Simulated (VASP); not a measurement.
# AgCl (Fm-3m) in VASP: notebook

AgCl is run at these levels: PBE-based global hybrid with 100 % exact exchange, PBE-based screened hybrid with 75 % exact exchange; tasks: single point.

Program: VASP 6.6.1. These are calculated values, not measurements. Logs are shortened: lines on timing, memory, paths and dates and some standing lists are left out, and cuts for length are marked.

## (1) The cell of the first run

The structure is cubic, space group Fm-3m (No. 225). The conventional cell has a = 5.546 Å, b = 5.546 Å, c = 5.546 Å, α = 90.00°, β = 90.00°, γ = 90.00°. Ag (site symmetry m-3m) has 6 Cl at 2.77 Å within 3.7 Å. Within 3.7 Å of Cl (site symmetry m-3m) lie 6 Ag at 2.77 Å.

## (2) Single point, PBE-based global hybrid with 100 % exact exchange

Contents of POSCAR:

```
AgCl
1.0
    0.0000000000      2.7731725637      2.7731725637
    2.7731725637      0.0000000000      2.7731725637
    2.7731725637      2.7731725637      0.0000000000
Ag Cl
1 1
Direct
    0.0000000000      0.0000000000      0.0000000000
    0.5000000000      0.5000000000      0.5000000000
```

Contents of INCAR.step1:

```
SYSTEM = AgCl
ALGO = Normal
EDIFF = 1E-5
ENCUT = 470
GGA = PE
GGA_COMPAT = .FALSE.
ISIF = 2
ISMEAR = 0
LASPH = .TRUE.
LREAL = .FALSE.
LWAVE = .TRUE.
NBANDS = 20
NELM = 120
PREC = Accurate
SIGMA = 0.01
```

Contents of INCAR.step2:

```
SYSTEM = AgCl
AEXX = 1.0
AGGAC = 1.0
ALDAC = 1.0
ALGO = Normal
EDIFF = 1E-6
ENCUT = 470
GGA = PE
GGA_COMPAT = .FALSE.
ISIF = 2
ISMEAR = 0
ISTART = 1
LASPH = .TRUE.
LCHARG = .TRUE.
LELF = .TRUE.
LHFCALC = .TRUE.
LREAL = .FALSE.
LVHAR = .TRUE.
LWAVE = .FALSE.
NBANDS = 20
NELM = 120
PREC = Accurate
PRECFOCK = Normal
SIGMA = 0.01
```

Contents of KPOINTS:

```
k-points
0
G
  4 4 4
  0 0 0
```

Potentials or basis: VASP PAW PBE potentials, release 64 (Ag_sv_GW, Cl).

Started as:

```bash
$ cat potpaw_PBE.64/Ag_sv_GW/POTCAR potpaw_PBE.64/Cl/POTCAR > POTCAR
$ cp INCAR.step1 INCAR
$ mpirun -np 1 vasp_std > vasp.out
$ cp INCAR.step2 INCAR
$ mpirun -np 1 vasp_std > vasp.out
```

OUTCAR:

```text
SYSTEM = AgCl
   AEXX = 1.0
   EDIFF = 1E-6
   ENCUT = 470
   GGA = PE
   ISIF = 2
   ISMEAR = 0
   ISTART = 1
   LASPH = .TRUE.
   LHFCALC = .TRUE.
   LREAL = .FALSE.
   NELM = 120
   PREC = Accurate
   PRECFOCK = Normal

 ion  position               nearest neighbor table
   1  0.000  0.000  0.000-
   2  0.500  0.500  0.500-

  LATTYP: Found a face centered cubic cell.
 ALAT       =     5.5463451274

  Lattice vectors:

 A1 = (   0.0000000000,   2.7731725637,   2.7731725637)
 A2 = (   2.7731725637,   0.0000000000,   2.7731725637)
 A3 = (   2.7731725637,   2.7731725637,   0.0000000000)

Analysis of symmetry for initial positions (statically):
=====================================================================
 Subroutine PRICEL returns:
 Original cell was already a primitive cell.

 Routine SETGRP: Setting up the symmetry group for a
 face centered cubic supercell.

 Subroutine GETGRP returns: Found 48 space group operations
 (whereof 48 operations were pure point group operations)
 out of a pool of 48 trial point group operations.

The static configuration has the point symmetry O_h .

Analysis of symmetry for dynamics (positions and initial velocities):
=====================================================================
 Subroutine PRICEL returns:
 Original cell was already a primitive cell.

 Routine SETGRP: Setting up the symmetry group for a
 face centered cubic supercell.

 Subroutine GETGRP returns: Found 48 space group operations
 (whereof 48 operations were pure point group operations)
 out of a pool of 48 trial point group operations.

The dynamic configuration has the point symmetry O_h .

 Subroutine INISYM returns: Found 48 space group operations
 (whereof 48 operations are pure point group operations),
 and found     1 'primitive' translations

----------------------------------------------------------------------------------------

                                     Primitive cell

  volume of cell :      42.6541

  direct lattice vectors                    reciprocal lattice vectors
     0.000000000  2.773172564  2.773172564    -0.180298913  0.180298913  0.180298913
[... 69 lines left out ...]
   EDIFF  = 0.1E-05   stopping-criterion for ELM
   LREAL  =      F    real-space projection
   EDIFFG = 0.1E-04   stopping-criterion for IOM
   NSW    =      0    number of steps for IOM
   IBRION =     -1    ionic relax: 0-MD 1-quasi-New 2-CG
   NFREE  =      0    steps in history (QN), initial steepest desc. (CG)
   ISIF   =      2    stress and relaxation
   ISYM   =      3    0-nonsym 1-usesym 2-fastsym
   POTIM  = 0.5000    time-step for ionic-motion
   TEBEG  =    0.0;   TEEND  =   0.0 temperature during run
   PSTRESS=    0.0 pullay stress
   NELECT =      26.0000    total number of electrons
   NUPDOWN=      -1.0000    fix difference up-down
   EMIN   =  10.00;   EMAX   =-10.00  energy-range for DOS
   EFERMI =   0.00;   METHOD = LEGACY
   ISMEAR =     0;   SIGMA  =   0.01  broadening in eV -4-tet -1-fermi 0-gaus
   EFERMI_NEDOS =   21; number of points for ismear=-14 and -15
   IALGO  =     38    algorithm
   IMIX   =      1    mixing-type and parameters
     AMIX     =   0.40;   BMIX     =  1.00
     AMIX_MAG =   1.60;   BMIX_MAG =  1.00
  volume/ion in A,a.u.               =      21.33       143.92
  Fermi-wavevector in a.u.,A,eV,Ry     =   1.388073  2.623078 26.214989  1.926747
  Thomas-Fermi vector in A             =   2.512234
   LORBIT       =      0    0 simple, 1 ext, 2 COOP (PROOUT), +10 PAW based schemes
   GGA     = PE    functional components
   LHFCALC =     T    Hartree Fock is set to
   PRECFOCK=normal    Normal, Fast or Accurate (Low or Medium for compatibility)
   ENCUT4O =  -1.0   cutoff for four orbital integrals eV
   NKREDX  =     1    reduce k-point grid by
   NKREDY  =     1    reduce k-point grid by
   NKREDZ  =     1    reduce k-point grid by
   AEXX    =    1.0000 exact exchange contribution
   HFSCREEN=    0.0000 screening length (either q_TF or 0.3 A-1)
   HFSCREENC=   0.0000 screening length for correlation (either q_TF or 0.3 A-1)
   ENCUTFOCK=  -1.0 apply spherical cutoff to Coloumb kernel
   IVDW    =     0    specifies the selected vdW correction
   LEPSILON=     F    determine dielectric tensor
   LRPA    =     F    only Hartree local field effects (RPA)
 non-spin polarized calculation
 Gauss-broadening in eV      SIGMA  =   0.01
  energy-cutoff  :      470.00
  volume of cell :       42.65
 maximum number of plane-waves:       992
  NGX = 24; NGY = 24; NGZ = 24

 number of electron      26.0000010 magnetization

 Free energy of the ion-electron system (eV)
  ---------------------------------------------------
  ext. energy  EPLUGINS =         0.00000000
  ---------------------------------------------------
  free energy    TOTEN  =        -1.33546580 eV

  energy without entropy =       -1.33546580  energy(sigma->0) =       -1.33546580

 E-fermi :  -2.3684     XC(G=0):  -1.5351

 val. band max:       -2.6675149235   @ k =   0.5000   0.0000   0.0000
 cond. band min:       7.7129395324   @ k =   0.0000   0.0000   0.0000
 fundamental gap:     10.3804544560
 Fermi energy:        -2.3684260877

 k-point     1 :       0.0000    0.0000    0.0000
  band No.  band energies     occupation
      1    -108.9807      2.00000
      2     -67.4114      2.00000
      3     -67.4114      2.00000
      4     -67.4114      2.00000
      5     -22.2622      2.00000
      6      -7.0494      2.00000
[... 173 lines left out ...]
     19      21.5157      0.00000
     20      23.3883      0.00000

------------------------ aborting loop because EDIFF is reached ----------------------------------------

  FORCE on cell =-STRESS in cart. coord.  units (eV):
  Direction    XX          YY          ZZ          XY          YZ          ZX
  --------------------------------------------------------------------------------------
  -------------------------------------------------------------------------------------
  Total       -0.5965677     -0.5965677     -0.5965677     -0.0000000     -0.0000000     -0.0000000
  in kB      -22.4083392    -22.4083392    -22.4083392     -0.0000000     -0.0000000     -0.0000000
  external PRESSURE =     -22.4083392 kB  Pullay stress =       0.0000000 kB

 VOLUME and BASIS-vectors are now :
 -----------------------------------------------------------------------------
  energy-cutoff  :      470.00
  volume of cell :       42.65
      direct lattice vectors                 reciprocal lattice vectors
     0.000000000  2.773172564  2.773172564    -0.180298913  0.180298913  0.180298913
     2.773172564  0.000000000  2.773172564     0.180298913 -0.180298913  0.180298913
     2.773172564  2.773172564  0.000000000     0.180298913  0.180298913 -0.180298913

 POSITION                                       TOTAL-FORCE (eV/Angst)
 -----------------------------------------------------------------------------------
      0.00000      0.00000      0.00000        -0.000000      0.000000     -0.000000
      2.77317      2.77317      2.77317         0.000000     -0.000000      0.000000
 -----------------------------------------------------------------------------------
    total drift:                                0.000013     -0.000005     -0.000004

  FREE ENERGIE OF THE ION-ELECTRON SYSTEM (eV)
  ---------------------------------------------------
  free  energy   TOTEN  =        -1.3354657998 eV

  energy  without entropy=       -1.3354657998  energy(sigma->0) =       -1.33546580
```

OUTCAR.step1:

```text
SYSTEM = AgCl
   EDIFF = 1E-5
   ENCUT = 470
   GGA = PE
   ISIF = 2
   ISMEAR = 0
[... 387 lines left out ...]
      0.00000      0.00000      0.00000         0.000000      0.000000      0.000000
      2.77317      2.77317      2.77317        -0.000000     -0.000000     -0.000000
 -----------------------------------------------------------------------------------
    total drift:                               -0.000000      0.000000      0.000000

  FREE ENERGIE OF THE ION-ELECTRON SYSTEM (eV)
  ---------------------------------------------------
  free  energy   TOTEN  =        -3.3114584816 eV

  energy  without entropy=       -3.3114584816  energy(sigma->0) =       -3.31145848
```

OSZICAR.step1:

```text
N       E                     dE             d eps       ncg     rms          rms(c)
DAV:   1     0.293729772957E+03    0.29373E+03   -0.14785E+04   360   0.133E+03
DAV:   2     0.190863624329E+02   -0.27464E+03   -0.25444E+03   332   0.526E+02
DAV:   3    -0.437782093851E+01   -0.23464E+02   -0.22504E+02   488   0.142E+02
DAV:   4    -0.493540889567E+01   -0.55759E+00   -0.55579E+00   396   0.209E+01
DAV:   5    -0.496585574991E+01   -0.30447E-01   -0.30438E-01   512   0.589E+00    0.988E+00
DAV:   6    -0.340295953100E+01    0.15629E+01   -0.83864E+00   472   0.427E+01    0.352E+00
DAV:   7    -0.333627065425E+01    0.66689E-01   -0.47842E-01   488   0.115E+01    0.198E+00
DAV:   8    -0.331449690953E+01    0.21774E-01   -0.23455E-02   392   0.261E+00    0.787E-01
DAV:   9    -0.331122491187E+01    0.32720E-02   -0.10228E-02   492   0.124E+00    0.177E-01
DAV:  10    -0.331145441403E+01   -0.22950E-03   -0.78999E-04   364   0.216E-01    0.311E-02
DAV:  11    -0.331145848160E+01   -0.40676E-05   -0.32023E-05   392   0.993E-02
   1 F= -.33114585E+01 E0= -.33114585E+01  d E =-.923884E-80
```

Run time: 7.5 min. Hardware: 1 thread of Intel Xeon 6975P-C (Granite Rapids), shared host; peak memory 0.18 GiB.

What came out:

| Item | Value |
| --- | --- |
| Free energy | -1.3355 eV |
| Pressure | -2.2 GPa |
| Band gap on the k mesh | 10.38 eV (least direct gap 12.36 eV) |

Caveat: the k points lie up to 0.49 Å⁻¹ apart; the PAW data sets were made with another functional, which shifts forces and pressure a little. A k mesh can miss the band edges.

## (3) Single point, PBE-based screened hybrid with 75 % exact exchange

POSCAR is that of step 2.

Contents of INCAR.step1:

```
SYSTEM = AgCl
PREC = Accurate
ENCUT = 470
EDIFF = 1E-5
ISMEAR = 0
SIGMA = 0.01
LREAL = .False.
LASPH = .True.
NELM = 120
ALGO = Normal
ISIF = 2
LWAVE = .True.
LCHARG = .False.
NBANDS = 20
GGA = PE
GGA_COMPAT = .False.
```

Contents of INCAR.step2:

```
SYSTEM = AgCl
PREC = Accurate
ENCUT = 470
EDIFF = 1E-6
ISMEAR = 0
SIGMA = 0.01
LREAL = .False.
LASPH = .True.
NELM = 120
ALGO = Normal
ISIF = 2
LWAVE = .False.
LCHARG = .False.
GGA = PE
LHFCALC = .True.
AEXX = 0.75
HFSCREEN = 0.2078
PRECFOCK = Normal
NBANDS = 20
ISTART = 1
GGA_COMPAT = .False.
```

Contents of KPOINTS:

```
Automatic mesh
0
Gamma
  4 4 4
  0 0 0
```

Potentials or basis: VASP PAW PBE potentials, release 64 (Ag_sv_GW, Cl).

Started as:

```bash
$ cat potpaw_PBE.64/Ag_sv_GW/POTCAR potpaw_PBE.64/Cl/POTCAR > POTCAR
$ cp INCAR.step1 INCAR
$ mpirun -np 1 vasp_std > vasp.out
$ cp INCAR.step2 INCAR
$ mpirun -np 1 vasp_std > vasp.out
```

It took 19 min on 1 thread of AMD EPYC 7R13 (Zen 3), shared host; peak memory 0.25 GiB.

The run converged. Its results:

```yaml
Free_energy: -1.8579 eV
Pressure: -0.7 GPa
Band_gap_on_the_k_mesh: 5.70 eV (least direct gap 7.74 eV)
```

Levels at points of the mesh, in eV from the valence-band top:
```
           k point  band 11  band 12  band 13  band 14  band 15  band 16
(0.00, 0.00, 0.00)    -2.03    -2.03    -2.03     5.70    15.72    15.72
(0.50, 0.00, 0.00)    -2.60     0.00     0.00     8.63    12.48    12.67
(0.50, 0.50, 0.00)    -3.22    -2.91    -2.91     7.57    12.26    13.83
```

Caveat: the k points lie up to 0.49 Å⁻¹ apart; the PAW data sets were made with another functional, which shifts forces and pressure a little. A k mesh can miss the band edges.
